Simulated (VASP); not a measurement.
# Mg5Se2 (I4/mmm) in VASP: single point with PBE

Aim: the single point of Mg5Se2 with PBE.

All numbers are computed with VASP 6.6.1; they aren't measurements. Logs are shortened: lines on timing, memory, paths and dates and some standing lists are left out, and cuts for length are marked.

**1. The cell of the first run**

It takes space group I4/mmm (No. 139, tetragonal). The conventional cell has a = 3.650 Å, b = 3.650 Å, c = 23.450 Å, α = 90.00°, β = 90.00°, γ = 90.00°. Within 3.7 Å of Mg (site symmetry 4mm) lie 4 Se at 2.82 Å and 10 Mg at 3.11 to 3.65 Å. Within 4.2 Å of Mg (site symmetry 4mm) lie 9 Mg at 3.17 to 3.65 Å and 5 Se at 3.31 to 3.91 Å. Within 3.8 Å of Mg (site symmetry 4/mmm) lie 2 Se at 2.87 Å and 12 Mg at 3.11 to 3.65 Å. Within 3.7 Å of Se (site symmetry 4mm) lie 9 Mg at 2.82 to 3.31 Å and 4 Se at 3.65 Å.

**2. Single point, PBE**

Input file INCAR:

```
  PREC = Accurate
  ENCUT = 520
  EDIFF = 1E-7
  ISMEAR = 0
  SIGMA = 0.2
  LREAL = False
  LASPH = True
  NELM = 80
  ALGO = Normal
  ISIF = 2
  LWAVE = False
  LCHARG = False
  GGA = PE
  NBANDS = 20
```

Input file KPOINTS:

```
Automatic mesh
0
Gamma
  7 7 7
```

Input file POSCAR:

```
Mg5Se2
1.0
   -1.8247750359      1.8247750359     11.7251290393
    1.8247750359     -1.8247750359     11.7251290393
    1.8247750359      1.8247750359    -11.7251290393
Mg Se
5 2
Direct
    0.4258049994      0.4258049994      0.0000000000
    0.7108247258      0.7108247258      0.0000000000
    0.2891752742      0.2891752742      0.0000000000
    0.5741950006      0.5741950006      0.0000000000
    0.0000000000      0.0000000000      0.0000000000
    0.8777254443      0.8777254443      0.0000000000
    0.1222745557      0.1222745557      0.0000000000
```

Potentials or basis: VASP PAW PBE potentials, release 64 (Mg, Se).

The run is started by

```console
> cat potpaw_PBE.64/Mg/POTCAR potpaw_PBE.64/Se/POTCAR > POTCAR
> mpirun -np 1 vasp_std > vasp.out
```

OUTCAR:

```text
PREC = Accurate
   ENCUT = 520
   EDIFF = 1E-7
   ISMEAR = 0
   LREAL = False
   LASPH = True
   NELM = 80
   ISIF = 2
   GGA = PE

 ion  position               nearest neighbor table
   1  0.426  0.426  0.000-   6 2.82   6 2.82   6 2.82   6 2.82   5 3.11   5 3.11   5 3.11   5 3.11
                             3 3.20   4 3.48
   2  0.711  0.711  0.000-   3 3.17   3 3.17   3 3.17   3 3.17   4 3.20
   3  0.289  0.289  0.000-   2 3.17   2 3.17   2 3.17   2 3.17   1 3.20
   4  0.574  0.574  0.000-   7 2.82   7 2.82   7 2.82   7 2.82   5 3.11   5 3.11   5 3.11   5 3.11
                             2 3.20   1 3.48
   5  0.000  0.000  0.000-   6 2.87   7 2.87   4 3.11   1 3.11   4 3.11   4 3.11   4 3.11   1 3.11
                             1 3.11   1 3.11
   6  0.878  0.878  0.000-   1 2.82   1 2.82   1 2.82   1 2.82   5 2.87
   7  0.122  0.122  0.000-   4 2.82   4 2.82   4 2.82   4 2.82   5 2.87

  LATTYP: Found a body centered tetragonal cell.
 ALAT       =     3.6495500718
 C/A-ratio  =     6.4255203017

  Lattice vectors:

 A1 = (  -1.8247750359,   1.8247750359,  11.7251290393)
 A2 = (   1.8247750359,  -1.8247750359,  11.7251290393)
 A3 = (   1.8247750359,   1.8247750359, -11.7251290393)

Analysis of symmetry for initial positions (statically):
=====================================================================
 Subroutine PRICEL returns:
 Original cell was already a primitive cell.

 Routine SETGRP: Setting up the symmetry group for a
 body centered tetragonal supercell.

 Subroutine GETGRP returns: Found 16 space group operations
 (whereof 16 operations were pure point group operations)
 out of a pool of 16 trial point group operations.

The static configuration has the point symmetry D_4h.

Analysis of symmetry for dynamics (positions and initial velocities):
=====================================================================
 Subroutine PRICEL returns:
 Original cell was already a primitive cell.

 Routine SETGRP: Setting up the symmetry group for a
 body centered tetragonal supercell.

 Subroutine GETGRP returns: Found 16 space group operations
 (whereof 16 operations were pure point group operations)
 out of a pool of 16 trial point group operations.

The dynamic configuration has the point symmetry D_4h.

 Subroutine INISYM returns: Found 16 space group operations
 (whereof 16 operations are pure point group operations),
 and found     1 'primitive' translations

----------------------------------------------------------------------------------------

                                     Primitive cell

  volume of cell :     156.1695

  direct lattice vectors                    reciprocal lattice vectors
    -1.824775036  1.824775036 11.725129039     0.000000000  0.274006379  0.042643454
     1.824775036 -1.824775036 11.725129039     0.274006379  0.000000000  0.042643454
     1.824775036  1.824775036-11.725129039     0.274006379  0.274006379  0.000000000

  length of vectors
    12.005759403 12.005759403 12.005759403     0.277304814  0.277304814  0.387503537

  position of ions in fractional coordinates (direct lattice)
     0.425804999  0.425804999  0.000000000
     0.710824726  0.710824726  0.000000000
     0.289175274  0.289175274  0.000000000
     0.574195001  0.574195001  0.000000000
     0.000000000  0.000000000  0.000000000
     0.877725444  0.877725444  0.000000000
     0.122274556  0.122274556  0.000000000

  ion indices of the primitive-cell ions
   primitive index   ion index
                 1           1
                 2           2
                 3           3
                 4           4
                 5           5
                 6           6
                 7           7

----------------------------------------------------------------------------------------

 KPOINTS: Automatic mesh

Automatic generation of k-mesh.
 Grid dimensions read from file:
 generate k-points for:    7    7    7

 Generating k-lattice:

  Cartesian coordinates                     Fractional coordinates (reciprocal lattice)
     0.000000000  0.039143768  0.006091922     0.142857143 -0.000000000  0.000000000
     0.039143768  0.000000000  0.006091922    -0.000000000  0.142857143  0.000000000
     0.039143768  0.039143768  0.000000000     0.000000000  0.000000000  0.142857143

  Length of vectors
     0.039614973  0.039614973  0.055357648

  Shift w.r.t. Gamma in fractional coordinates (k-lattice)
     0.000000000  0.000000000  0.000000000

 Subroutine IBZKPT returns following result:
 ===========================================

 Found     40 irreducible k-points:

 Following reciprocal coordinates:
            Coordinates               Weight
  0.000000  0.000000  0.000000      1.000000
  0.142857 -0.000000  0.000000      8.000000
  0.285714 -0.000000  0.000000      8.000000
  0.428571  0.000000  0.000000      8.000000
  0.142857  0.142857  0.000000      8.000000
  0.285714  0.142857  0.000000     16.000000
[... 16 lines left out ...]
 -0.142857  0.285714  0.142857      8.000000
 -0.428571  0.428571  0.142857      8.000000
 [... further k-points ...]
   k-points           NKPTS =     40   k-points in BZ     NKDIM =     40   number of bands    NBANDS=     20
   number of dos      NEDOS =    301   number of ions     NIONS =      7
   total plane-waves  NPLWV = 729000
   dimension x,y,z NGX =    90 NGY =   90 NGZ =   90
   dimension x,y,z NGXF=   180 NGYF=  180 NGZF=  180
   ions per type =               5   2
   NGX,Y,Z   is equivalent  to a cutoff of  12.46, 12.46, 12.46 a.u.
   NGXF,Y,Z  is equivalent  to a cutoff of  24.92, 24.92, 24.92 a.u.
 SYSTEM =  unknown system
   PREC   = accura    normal or accurate (medium, high low for compatibility)
   ISTART =      0    job   : 0-new  1-cont  2-samecut
   ICHARG =      2    charge: 1-file 2-atom 10-const
   ISPIN  =      1    spin polarized calculation?
   LNONCOLLINEAR =      F non collinear calculations
   LSORBIT =      F    spin-orbit coupling
   LASPH  =      T    aspherical Exc in radial PAW
   ENCUT  =  520.0 eV  38.22 Ry    6.18 a.u.  22.32 22.32 22.32*2*pi/ulx,y,z
   NELM   =     80;   NELMIN=  2; NELMDL= -5     # of ELM steps
   EDIFF  = 0.1E-06   stopping-criterion for ELM
   LREAL  =      F    real-space projection
   EDIFFG = 0.1E-05   stopping-criterion for IOM
   NSW    =      0    number of steps for IOM
   IBRION =     -1    ionic relax: 0-MD 1-quasi-New 2-CG
   NFREE  =      0    steps in history (QN), initial steepest desc. (CG)
   ISIF   =      2    stress and relaxation
   ISYM   =      2    0-nonsym 1-usesym 2-fastsym
   POTIM  = 0.5000    time-step for ionic-motion
   TEBEG  =    0.0;   TEEND  =   0.0 temperature during run
   PSTRESS=    0.0 pullay stress
   NELECT =      22.0000    total number of electrons
   NUPDOWN=      -1.0000    fix difference up-down
   EMIN   =  10.00;   EMAX   =-10.00  energy-range for DOS
   EFERMI =   0.00;   METHOD = LEGACY
   ISMEAR =     0;   SIGMA  =   0.20  broadening in eV -4-tet -1-fermi 0-gaus
   EFERMI_NEDOS =   21; number of points for ismear=-14 and -15
   IALGO  =     38    algorithm
   IMIX   =      4    mixing-type and parameters
     AMIX     =   0.40;   BMIX     =  1.00
     AMIX_MAG =   1.60;   BMIX_MAG =  1.00
  volume/ion in A,a.u.               =      22.31       150.55
  Fermi-wavevector in a.u.,A,eV,Ry     =   0.851825  1.609716  9.872463  0.725606
  Thomas-Fermi vector in A             =   1.968018
   LORBIT       =      0    0 simple, 1 ext, 2 COOP (PROOUT), +10 PAW based schemes
   GGA     = PE    functional components
   LHFCALC =     F    Hartree Fock is set to
   AEXX    =    0.0000 exact exchange contribution
   IVDW    =     0    specifies the selected vdW correction
   LEPSILON=     F    determine dielectric tensor
   LRPA    =     F    only Hartree local field effects (RPA)
 non-spin polarized calculation
 Gauss-broadening in eV      SIGMA  =   0.20
  energy-cutoff  :      520.00
  volume of cell :      156.17
 maximum number of plane-waves:      4239
 NGX is ok and might be reduce to    90
   NGX = 45   NGY = 45   NGZ = 45

 number of electron      22.0000001 magnetization

 Free energy of the ion-electron system (eV)
  ---------------------------------------------------
  ext. energy  EPLUGINS =         0.00000000
  ---------------------------------------------------
  free energy    TOTEN  =       -17.45284909 eV

  energy without entropy =      -17.40486804  energy(sigma->0) =      -17.42885857

 E-fermi :   3.6235     XC(G=0):  -8.9244

 val. band max:        3.6143235947   @ k =  -0.1429   0.2857   0.1429
 cond. band min:       3.6299812933   @ k =  -0.4286   0.1429  -0.0000
 fundamental gap:      0.0156576986
 Fermi energy:         3.6234846861

 k-point     1 :       0.0000    0.0000    0.0000
  band No.  band energies     occupation
      1     -10.2970      2.00000
      2     -10.2612      2.00000
      3      -3.0412      2.00000
      4      -1.4593      2.00000
      5      -1.2530      2.00000
      6       1.6232      2.00000
[... 12 lines left out ...]
     19       8.5760      0.00000
     20       8.5760      0.00000

 k-point     2 :       0.1429   -0.0000    0.0000
  band No.  band energies     occupation
      1     -10.1917      2.00000
      2     -10.1587      2.00000
      3      -2.8280      2.00000
      4      -1.4298      2.00000
      5      -1.0287      2.00000
      6       0.3065      2.00000
[... 12 lines left out ...]
     19       8.3900      0.00000
     20       8.7857      0.00000

 k-point     3 :       0.2857   -0.0000    0.0000
  band No.  band energies     occupation
      1      -9.9316      2.00000
      2      -9.9059      2.00000
      3      -2.2425      2.00000
      4      -1.6272      2.00000
      5      -1.3064      2.00000
      6      -0.9274      2.00000
[... 12 lines left out ...]
     19       8.7727      0.00000
     20       9.3217      0.00000

 k-point     4 :       0.4286    0.0000    0.0000
  band No.  band energies     occupation
      1      -9.6921      2.00000
      2      -9.6741      2.00000
      3      -2.4797      2.00000
      4      -2.2894      2.00000
      5      -1.2862      2.00000
      6      -0.5442      2.00000
[... 12 lines left out ...]
     19       8.9363      0.00000
     20       9.4534      0.00000

 k-point     5 :       0.1429    0.1429    0.0000
  band No.  band energies     occupation
      1     -10.0882      2.00000
      2     -10.0588      2.00000
      3      -2.6043      2.00000
      4      -1.4437      2.00000
      5      -0.7616      2.00000
      6       0.1555      2.00000
[... 12 lines left out ...]
     19       8.4487      0.00000
     20       9.0230      0.00000
[... 353 lines left out ...]
      6      -1.0627      2.00000
[... 12 lines left out ...]
     19       6.7031      0.00000
     20       6.7078      0.00000

 k-point    22 :      -0.2857    0.2857    0.1429
  band No.  band energies     occupation
      1      -9.6032      2.00000
      2      -9.5845      2.00000
      3      -2.3023      2.00000
      4      -2.1098      2.00000
      5      -1.1679      2.00000
      6      -0.2871      2.00000
[... 12 lines left out ...]
     19       8.2256      0.00000
     20       8.8796      0.00000

 k-point    23 :      -0.1429    0.2857    0.1429
  band No.  band energies     occupation
      1      -9.6928      2.00000
      2      -9.6734      2.00000
      3      -2.4805      2.00000
      4      -2.2825      2.00000
      5      -1.3418      2.00000
      6      -0.4435      2.00000
[... 12 lines left out ...]
     19       8.9321      0.00000
     20       9.4351      0.00000

 k-point    24 :      -0.4286    0.4286    0.1429
  band No.  band energies     occupation
      1      -9.3833      2.00000
      2      -9.3701      2.00000
      3      -1.8124      2.00000
      4      -1.6649      2.00000
      5      -0.5998      2.00000
      6      -0.2148      2.00000
[... 12 lines left out ...]
     19       7.1285      0.00000
     20       7.9865      0.00000

 [... further k-points ...]

------------------------ aborting loop because EDIFF is reached ----------------------------------------

  FORCE on cell =-STRESS in cart. coord.  units (eV):
  Direction    XX          YY          ZZ          XY          YZ          ZX
  --------------------------------------------------------------------------------------
  -------------------------------------------------------------------------------------
  Total       -0.7140234     -0.7140234     -0.5104145      0.0000000     -0.0000000      0.0000000
  in kB       -7.3253220     -7.3253220     -5.2364538      0.0000000     -0.0000000      0.0000000
  external PRESSURE =      -6.6290326 kB  Pullay stress =       0.0000000 kB

 VOLUME and BASIS-vectors are now :
 -----------------------------------------------------------------------------
  energy-cutoff  :      520.00
  volume of cell :      156.17
      direct lattice vectors                 reciprocal lattice vectors
    -1.824775036  1.824775036 11.725129039     0.000000000  0.274006379  0.042643454
     1.824775036 -1.824775036 11.725129039     0.274006379  0.000000000  0.042643454
     1.824775036  1.824775036-11.725129039     0.274006379  0.274006379  0.000000000

 POSITION                                       TOTAL-FORCE (eV/Angst)
 -----------------------------------------------------------------------------------
      0.00000      0.00000      9.98524         0.000000      0.000000     -0.012765
      0.00000      0.00000     16.66902         0.000000      0.000000     -0.010084
      0.00000      0.00000      6.78123        -0.000000     -0.000000      0.010084
      0.00000      0.00000     13.46502        -0.000000     -0.000000      0.012765
      0.00000      0.00000      0.00000        -0.000000     -0.000000     -0.000000
      0.00000      0.00000     20.58289         0.000000      0.000000      0.073487
      0.00000      0.00000      2.86737        -0.000000     -0.000000     -0.073487
 -----------------------------------------------------------------------------------
    total drift:                                0.000000     -0.000000     -0.000000

  FREE ENERGIE OF THE ION-ELECTRON SYSTEM (eV)
  ---------------------------------------------------
  free  energy   TOTEN  =       -17.4528490918 eV

  energy  without entropy=      -17.4048680447  energy(sigma->0) =      -17.42885857
```

It took 11 min on 1 thread of Intel Xeon 6975P-C (Granite Rapids), shared host; peak memory 1.3 GiB.

What came out:

| Quantity | Value |
| --- | --- |
| Free energy | -17.4528 eV |
| Pressure | -0.7 GPa |
| Largest force | 0.073 eV/Å |
| Band gap on the k mesh | zero (bands 11 and 12 overlap by 1.81 eV) |

Forces in eV/Å, atoms in the order of the input:
```
Mg   0.000  0.000 -0.013
Mg   0.000  0.000 -0.010
Mg   0.000  0.000  0.010
Mg   0.000  0.000  0.013
Mg   0.000  0.000  0.000
Se   0.000  0.000  0.073
Se   0.000  0.000 -0.073
```

Stress tensor (GPa, compression positive):
```
-0.73  0.00  0.00
 0.00 -0.73  0.00
 0.00  0.00 -0.52
```
